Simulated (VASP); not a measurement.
# LaPtBr5 (P1) in VASP: single point with PBEsol

Aim: the single point of LaPtBr5 with PBEsol.

Program: VASP 6.6.1. These are calculated values, not measurements. Logs are shortened: lines on timing, memory, paths and dates and some standing lists are left out, and cuts for length are marked.

### Step 1. The cell of the first run

The typed cell holds 7 atoms: a = 4.989 Å, b = 6.809 Å, c = 8.216 Å, α = 123.22°, β = 74.12°, γ = 100.94°.

### Step 2. Single point, PBEsol

INCAR

```
PREC = Accurate ; ENCUT = 520
EDIFF = 1E-6 ; ISMEAR = -1
SIGMA = 0.05 ; LREAL = False
LASPH = True ; NELM = 100
ALGO = Normal ; ISIF = 2
LWAVE = False ; LCHARG = False
GGA = PS ; NBANDS = 37
```

KPOINTS

```
regular mesh
0
Gamma
  4 4 2
```

POSCAR

```
LaPtBr5
1.0
    4.9254066530     -0.4746326856      0.6330838148
   -0.4626228766      6.5929924380     -1.6382161130
    1.0295691835     -2.6624980974      7.7039203428
La Pt Br
1 1 5
Direct
    0.4390392908      0.7162395553     -0.0440418471
    0.0159654269     -0.0411335705      0.5018513487
    0.1392040385      0.5636828323      0.2378089746
   -0.0842984605      0.3618016625      0.7742647815
    0.4357243787      0.1110644560      0.3690192169
    0.5812877229     -0.1974006411      0.6216976097
   -0.0102215003     -0.0360078929     -0.0027077256
```

Potentials or basis: VASP PAW PBE potentials, release 64 (La, Pt, Br).

Started as:

```console
$ cat potpaw_PBE.64/La/POTCAR potpaw_PBE.64/Pt/POTCAR potpaw_PBE.64/Br/POTCAR > POTCAR
$ mpirun -np 1 vasp_std > vasp.out
```

OUTCAR:

```text
PREC = Accurate
   ENCUT = 520
   EDIFF = 1E-6
   ISMEAR = -1
   LREAL = False
   LASPH = True
   NELM = 100
   ISIF = 2
   GGA = PS

 ion  position               nearest neighbor table
   1  0.439  0.716  0.956-   7 2.89   7 2.94   5 2.96   3 2.97   6 2.99   4 3.16
   2  0.016  0.959  0.502-   5 2.41   3 2.41   6 2.43   4 2.44
   3  0.139  0.564  0.238-   2 2.41   1 2.97
   4  0.916  0.362  0.774-   2 2.44   1 3.16
   5  0.436  0.111  0.369-   2 2.41   1 2.96
   6  0.581  0.803  0.622-   2 2.43   1 2.99
   7  0.990  0.964  0.997-   1 2.89   1 2.94

  LATTYP: Found a triclinic cell.
 ALAT       =    17.3459585373
 B/A-ratio  =     0.5288171193
 C/A-ratio  =     0.8612659746
 COS(alpha) =     0.0080010014
 COS(beta)  =     0.6799082428
 COS(gamma) =     0.7326181152

  Lattice vectors:

 A1 = (   0.3582994463, -17.1164792166,  -2.7892720038)
 A2 = (   5.3880295296,  -7.0676251236,   2.2712999278)
 A3 = (  -9.9551367363,  -9.5742214074,  -5.6936557464)

Analysis of symmetry for initial positions (statically):
=====================================================================
 Subroutine PRICEL returns:
 Original cell was already a primitive cell.

 Routine SETGRP: Setting up the symmetry group for a
 triclinic supercell.

 Subroutine GETGRP returns: Found  1 space group operations
 (whereof  1 operations were pure point group operations)
 out of a pool of  2 trial point group operations.

The static configuration has the point symmetry C_1 .

Analysis of symmetry for dynamics (positions and initial velocities):
=====================================================================
 Subroutine PRICEL returns:
 Original cell was already a primitive cell.

 Routine SETGRP: Setting up the symmetry group for a
 triclinic supercell.

 Subroutine GETGRP returns: Found  1 space group operations
 (whereof  1 operations were pure point group operations)
 out of a pool of  2 trial point group operations.

The dynamic configuration has the point symmetry C_1 .

 Subroutine INISYM returns: Found  1 space group operations
 (whereof  1 operations are pure point group operations),
 and found     1 'primitive' translations

----------------------------------------------------------------------------------------

                                     Primitive cell

  volume of cell :     224.2787

  direct lattice vectors                    reciprocal lattice vectors
     4.925406653 -0.474632686  0.633083815     0.207019818  0.008370624 -0.024773679
    -0.462622877  6.592992438 -1.638216113     0.008787940  0.166280313  0.056292537
     1.029569184 -2.662498097  7.703920343    -0.015143504  0.034671150  0.143810308

  length of vectors
     4.988557106  6.809208562  8.215795608     0.208664821  0.175770362  0.148703796

  position of ions in fractional coordinates (direct lattice)
     0.439039291  0.716239555  0.955958153
     0.015965427  0.958866429  0.501851349
     0.139204038  0.563682832  0.237808975
     0.915701539  0.361801662  0.774264782
     0.435724379  0.111064456  0.369019217
     0.581287723  0.802599359  0.621697610
     0.989778500  0.963992107  0.997292274

  ion indices of the primitive-cell ions
   primitive index   ion index
                 1           1
                 2           2
                 3           3
                 4           4
                 5           5
                 6           6
                 7           7

----------------------------------------------------------------------------------------

 KPOINTS: regular mesh

Automatic generation of k-mesh.
 Grid dimensions read from file:
 generate k-points for:    4    4    2

 Generating k-lattice:

  Cartesian coordinates                     Fractional coordinates (reciprocal lattice)
     0.051754954  0.002092656 -0.006193420     0.250000000 -0.000000000  0.000000000
     0.002196985  0.041570078  0.014073134     0.000000000  0.250000000  0.000000000
    -0.007571752  0.017335575  0.071905154     0.000000000 -0.000000000  0.500000000

  Length of vectors
     0.052166205  0.043942590  0.074351898

  Shift w.r.t. Gamma in fractional coordinates (k-lattice)
     0.000000000  0.000000000  0.000000000

 Subroutine IBZKPT returns following result:
 ===========================================

 Found     20 irreducible k-points:

 Following reciprocal coordinates:
            Coordinates               Weight
  0.000000  0.000000  0.000000      1.000000
  0.250000 -0.000000  0.000000      2.000000
  0.500000 -0.000000  0.000000      1.000000
 -0.000000  0.250000 -0.000000      2.000000
  0.250000  0.250000 -0.000000      2.000000
  0.500000  0.250000 -0.000000      2.000000
[... 12 lines left out ...]
  0.250000  0.500000  0.500000      2.000000
  0.500000  0.500000  0.500000      1.000000
   k-points           NKPTS =     20   k-points in BZ     NKDIM =     20   number of bands    NBANDS=     37
   number of dos      NEDOS =    301   number of ions     NIONS =      7
   total plane-waves  NPLWV = 138240
   dimension x,y,z NGX =    40 NGY =   54 NGZ =   64
   dimension x,y,z NGXF=    80 NGYF=  108 NGZF=  128
   ions per type =               1   1   5
   NGX,Y,Z   is equivalent  to a cutoff of  13.33, 13.18, 12.95 a.u.
   NGXF,Y,Z  is equivalent  to a cutoff of  26.66, 26.37, 25.90 a.u.
 SYSTEM =  unknown system
   PREC   = accura    normal or accurate (medium, high low for compatibility)
   ISTART =      0    job   : 0-new  1-cont  2-samecut
   ICHARG =      2    charge: 1-file 2-atom 10-const
   ISPIN  =      1    spin polarized calculation?
   LNONCOLLINEAR =      F non collinear calculations
   LSORBIT =      F    spin-orbit coupling
   LASPH  =      T    aspherical Exc in radial PAW
   ENCUT  =  520.0 eV  38.22 Ry    6.18 a.u.   9.28 12.66 15.28*2*pi/ulx,y,z
   NELM   =    100;   NELMIN=  2; NELMDL= -5     # of ELM steps
   EDIFF  = 0.1E-05   stopping-criterion for ELM
   LREAL  =      F    real-space projection
   EDIFFG = 0.1E-04   stopping-criterion for IOM
   NSW    =      0    number of steps for IOM
   IBRION =     -1    ionic relax: 0-MD 1-quasi-New 2-CG
   NFREE  =      0    steps in history (QN), initial steepest desc. (CG)
   ISIF   =      2    stress and relaxation
   ISYM   =      2    0-nonsym 1-usesym 2-fastsym
   POTIM  = 0.5000    time-step for ionic-motion
   TEBEG  =    0.0;   TEEND  =   0.0 temperature during run
   PSTRESS=    0.0 pullay stress
   NELECT =      56.0000    total number of electrons
   NUPDOWN=      -1.0000    fix difference up-down
   EMIN   =  10.00;   EMAX   =-10.00  energy-range for DOS
   EFERMI =   0.00;   METHOD = LEGACY
   ISMEAR =    -1;   SIGMA  =   0.05  broadening in eV -4-tet -1-fermi 0-gaus
   EFERMI_NEDOS =   21; number of points for ismear=-14 and -15
   IALGO  =     38    algorithm
   IMIX   =      4    mixing-type and parameters
     AMIX     =   0.40;   BMIX     =  1.00
     AMIX_MAG =   1.60;   BMIX_MAG =  1.00
  volume/ion in A,a.u.               =      32.04       216.22
  Fermi-wavevector in a.u.,A,eV,Ry     =   1.030880  1.948081 14.459098  1.062714
  Thomas-Fermi vector in A             =   2.165000
   LORBIT       =      0    0 simple, 1 ext, 2 COOP (PROOUT), +10 PAW based schemes
   GGA     = PS    functional components
   LHFCALC =     F    Hartree Fock is set to
   AEXX    =    0.0000 exact exchange contribution
   IVDW    =     0    specifies the selected vdW correction
   LEPSILON=     F    determine dielectric tensor
   LRPA    =     F    only Hartree local field effects (RPA)
 non-spin polarized calculation
  energy-cutoff  :      520.00
  volume of cell :      224.28
 maximum number of plane-waves:      6067
 NGX is ok and might be reduce to    40
   NGX = 19   NGY = 25   NGZ = 31

 number of electron      55.9999997 magnetization

 Free energy of the ion-electron system (eV)
  ---------------------------------------------------
  ext. energy  EPLUGINS =         0.00000000
  ---------------------------------------------------
  free energy    TOTEN  =       -29.27154689 eV

  energy without entropy =      -29.27154676  energy(sigma->0) =      -29.27154683

 E-fermi :   2.6727     XC(G=0):  -8.5125

 val. band max:        1.9134403439   @ k =  -0.0000  -0.0000   0.5000
 cond. band min:       3.3955703286   @ k =   0.5000   0.5000  -0.0000
 fundamental gap:      1.4821299847
 Fermi energy:         2.6727309716

 k-point     1 :       0.0000    0.0000    0.0000
  band No.  band energies     occupation
      1     -30.4945      2.00000
      2     -14.5363      2.00000
      3     -14.4915      2.00000
      4     -14.2590      2.00000
      5     -13.2246      2.00000
      6     -12.5879      2.00000
[... 29 lines left out ...]
     36       4.5516      0.00000
     37       4.8954      0.00000

 k-point     2 :       0.2500   -0.0000    0.0000
  band No.  band energies     occupation
      1     -30.4926      2.00000
      2     -14.5795      2.00000
      3     -14.4972      2.00000
      4     -14.4198      2.00000
      5     -13.0180      2.00000
      6     -12.5673      2.00000
[... 29 lines left out ...]
     36       4.5340      0.00000
     37       4.9157      0.00000

 k-point     3 :       0.5000   -0.0000    0.0000
  band No.  band energies     occupation
      1     -30.4908      2.00000
      2     -14.7563      2.00000
      3     -14.5111      2.00000
      4     -14.3605      2.00000
      5     -12.8854      2.00000
      6     -12.5444      2.00000
[... 29 lines left out ...]
     36       4.4882      0.00000
     37       4.8062      0.00000

 k-point     4 :      -0.0000    0.2500   -0.0000
  band No.  band energies     occupation
      1     -30.4945      2.00000
      2     -14.5512      2.00000
      3     -14.5043      2.00000
      4     -14.2592      2.00000
      5     -13.1000      2.00000
      6     -12.6870      2.00000
[... 29 lines left out ...]
     36       4.5877      0.00000
     37       4.9683      0.00000
[... 523 lines left out ...]
      1     -30.4945      2.00000
      2     -14.5733      2.00000
      3     -14.5042      2.00000
      4     -14.2587      2.00000
      5     -13.0762      2.00000
      6     -12.4553      2.00000
[... 29 lines left out ...]
     36       4.5661      0.00000
     37       4.7758      0.00000

 k-point    19 :       0.2500    0.5000    0.5000
  band No.  band energies     occupation
      1     -30.4926      2.00000
      2     -14.5830      2.00000
      3     -14.4998      2.00000
      4     -14.4256      2.00000
      5     -12.9701      2.00000
      6     -12.5427      2.00000
[... 29 lines left out ...]
     36       4.5670      0.00000
     37       4.7762      0.00000

 k-point    20 :       0.5000    0.5000    0.5000
  band No.  band energies     occupation
      1     -30.4907      2.00000
      2     -14.7491      2.00000
      3     -14.4917      2.00000
      4     -14.3647      2.00000
      5     -12.9826      2.00000
      6     -12.5853      2.00000
[... 29 lines left out ...]
     36       4.5461      0.00000
     37       4.7668      0.00000

------------------------ aborting loop because EDIFF is reached ----------------------------------------

  FORCE on cell =-STRESS in cart. coord.  units (eV):
  Direction    XX          YY          ZZ          XY          YZ          ZX
  --------------------------------------------------------------------------------------
  -------------------------------------------------------------------------------------
  Total       -0.0048669      0.0329843     -0.0032581     -0.0009092      0.0081033     -0.0051000
  in kB       -0.0347678      0.2356294     -0.0232746     -0.0064953      0.0578878     -0.0364326
  external PRESSURE =       0.0591957 kB  Pullay stress =       0.0000000 kB

 VOLUME and BASIS-vectors are now :
 -----------------------------------------------------------------------------
  energy-cutoff  :      520.00
  volume of cell :      224.28
      direct lattice vectors                 reciprocal lattice vectors
     4.925406653 -0.474632686  0.633083815     0.207019818  0.008370624 -0.024773679
    -0.462622877  6.592992438 -1.638216113     0.008787940  0.166280313  0.056292537
     1.029569184 -2.662498097  7.703920343    -0.015143504  0.034671150  0.143810308

 POSITION                                       TOTAL-FORCE (eV/Angst)
 -----------------------------------------------------------------------------------
      2.81532      1.96854      6.46922         0.000178      0.005814      0.002585
      0.15173      4.97804      2.30550         0.003040     -0.000349      0.000044
      0.66970      3.01712      0.99675         0.004619     -0.007071     -0.004100
      5.13998     -0.11074      5.95188        -0.004277      0.002780      0.004506
      2.47467     -0.45707      2.93680         0.005208      0.002291     -0.004923
      3.13186      3.36036      3.84268        -0.009626     -0.004479      0.000602
      5.45588      3.23052      6.73045         0.000858      0.001013      0.001285
 -----------------------------------------------------------------------------------
    total drift:                               -0.000233     -0.000249     -0.000231

  FREE ENERGIE OF THE ION-ELECTRON SYSTEM (eV)
  ---------------------------------------------------
  free  energy   TOTEN  =       -29.2715468924 eV

  energy  without entropy=      -29.2715467591  energy(sigma->0) =      -29.27154683
```

Wall time 3.7 min (1 thread of Intel Xeon 6975P-C (Granite Rapids), shared host); peak memory 0.46 GiB.

Results:

* Free energy: -29.2715 eV
* Pressure: 0.0 GPa
* Largest force: 0.011 eV/Å
* Band gap on the k mesh: 1.48 eV (least direct gap 1.53 eV)

Forces in eV/Å, atoms in the order of the input:
```
La   0.000  0.006  0.003
Pt   0.003  0.000  0.000
Br   0.005 -0.007 -0.004
Br  -0.004  0.003  0.005
Br   0.005  0.002 -0.005
Br  -0.010 -0.004  0.001
Br   0.001  0.001  0.001
```

Caveat: the PAW data sets were made with another functional, which shifts forces and pressure a little; spin-orbit coupling is left out, which moves the levels of the heavy elements.
